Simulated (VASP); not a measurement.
Input of a VASP 6.6.1 run:

The input POSCAR:

```
MgS
1.0
    0.0000000000      2.5841887356      2.5841887356
    2.5841887356      0.0000000000      2.5841887356
    2.5841887356      2.5841887356      0.0000000000
S Mg
1 1
Direct
    0.5000000000      0.5000000000      0.5000000000
    0.0000000000      0.0000000000      0.0000000000
```

Contents of INCAR.step1:

```
PREC     = Accurate       # precision mode
ENCUT    = 520            # plane-wave cutoff, eV
ISMEAR   = -1             # smearing method
SIGMA    = 0.05           # smearing width, eV
LREAL    = F              # projectors in reciprocal space
LASPH    = T              # aspherical terms in the spheres
NELM     = 60             # most SCF steps
NBANDS   = 11             # bands
GGA      = PE             # functional
ALGO     = Normal         # electronic algorithm
EDIFF    = 1E-4           # SCF threshold, eV
LWAVE    = T              # write WAVECAR
LCHARG   = F              # write CHGCAR
```

The input INCAR.step2:

```
PREC     = Accurate       # precision mode
ENCUT    = 520            # plane-wave cutoff, eV
EDIFF    = 1E-6           # SCF threshold, eV
ISMEAR   = -1             # smearing method
SIGMA    = 0.05           # smearing width, eV
LREAL    = F              # projectors in reciprocal space
LASPH    = T              # aspherical terms in the spheres
NELM     = 60             # most SCF steps
ALGO     = Normal         # electronic algorithm
ISIF     = 2              # what is computed and relaxed
LWAVE    = F              # write WAVECAR
LCHARG   = F              # write CHGCAR
METAGGA  = R2SCAN         # meta-GGA
LMIXTAU  = T            
NBANDS   = 11             # bands
ISTART   = 1
```

The input KPOINTS:

```
Automatic mesh
0
Gamma
  9 9 9
```

Potentials or basis: VASP PAW PBE potentials, release 64 (S, Mg).

The run is started by

```bash
$ cat potpaw_PBE.64/S/POTCAR potpaw_PBE.64/Mg/POTCAR > POTCAR
$ cp INCAR.step1 INCAR
$ mpirun -np 1 vasp_std > vasp.out
$ cp INCAR.step2 INCAR
$ mpirun -np 1 vasp_std > vasp.out
```

Estimate the pressure.

1.2 GPa.

Predict the band gap on the k mesh.

3.61 eV, indirect (least direct gap 4.79 eV).

Caveat: the PAW data sets were made with another functional, which shifts forces and pressure a little. A k mesh can miss the band edges.
